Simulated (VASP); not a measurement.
Here is a VASP 6.6.1 calculation.

File INCAR:

```
SYSTEM = NaAl2Rh3
PREC     = Accurate       ! precision mode
ENCUT    = 500            ! plane-wave cutoff, eV
EDIFF    = 1E-6           ! SCF threshold, eV
ISMEAR   = 0              ! smearing method
SIGMA    = 0.1            ! smearing width, eV
LREAL    = .FALSE.        ! projectors in reciprocal space
LASPH    = .TRUE.         ! aspherical terms in the spheres
NELM     = 120            ! most SCF steps
ALGO     = Normal         ! electronic algorithm
ISIF     = 2              ! what is computed and relaxed
LWAVE    = .FALSE.        ! write WAVECAR
LCHARG   = .FALSE.        ! write CHGCAR
GGA      = PE             ! functional
NBANDS   = 38             ! bands
GGA_COMPAT= .FALSE.
```

The input KPOINTS:

```
Automatic mesh
0
G
  6 6 4
  0 0 0
```

POSCAR

```
NaAl2Rh3
1.0
    5.5490367909      0.0000000000      0.0000000000
   -2.7745183955      4.8056068275      0.0000000000
    0.0000000000      0.0000000000      3.8706837263
Na Al Rh
1 2 3
Direct
    0.0000000000      0.0000000000      0.0000000000
    0.3333333333      0.6666666667      0.0000000000
    0.6666666667      0.3333333333      0.0000000000
    0.5000000000      0.0000000000      0.5000000000
    0.0000000000      0.5000000000      0.5000000000
    0.5000000000      0.5000000000      0.5000000000
```

Potentials or basis: VASP PAW PBE potentials, release 64 (Na_pv, Al, Rh_pv).

Command:

```sh
$ cat potpaw_PBE.64/Na_pv/POTCAR potpaw_PBE.64/Al/POTCAR potpaw_PBE.64/Rh_pv/POTCAR > POTCAR
$ mpirun -np 1 vasp_std > vasp.out
```

**Question.** What does it give for the pressure?

**Answer.** -0.1 GPa.

**Question.** What does it give for the band gap on the k mesh?

**Answer.** Zero (bands 29 and 30 overlap by 0.98 eV).

Stress tensor (GPa, compression positive):
```
-0.12  0.00  0.00
 0.00 -0.12  0.00
 0.00  0.00 -0.21
```

Caveat: the k points lie up to 0.41 Å⁻¹ apart, too coarse for converged energies and pressures of a metal.
